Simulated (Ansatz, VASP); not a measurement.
## One calculation of GaO4, two programs

```
Ga O
1.0
     3.97129    0.00000    0.00000
     0.00000    3.97129    0.00000
     0.00000    0.00000    3.97129
Ga O
1 4
Direct
  0.00000 0.00000 0.00000
  0.50000 0.50000 0.50000
  0.50000 0.00000 0.00000
  0.00000 0.50000 0.00000
  0.00000 0.00000 0.50000
```

Alike in both runs: task single point; functional PBE; k mesh 4 × 4 × 4; occupations gaussian, width 0.1 eV; no spin polarisation.

|  | VASP | Ansatz |
| --- | --- | --- |
| version | VASP 6.6.1 | Ansatz 0.2.0 |
| potentials or method | VASP PAW PBE potentials, release 64 (Ga_d, O), cutoff 520 eV | scalar-relativistic, plane waves, PAW |
| valence electrons in the cell | 37 | 37 |

|  | VASP | Ansatz | Ansatz less VASP |
| --- | --- | --- | --- |
| gap on the k mesh at the Fermi level (eV) | none | none | - |
| pressure (GPa) | -10.0 | -10.2 | -0.24 |

A gap of «none» marks a metal or a gap that the smearing closes.

The k mesh is coarse, so the values compare programs but aren't converged.
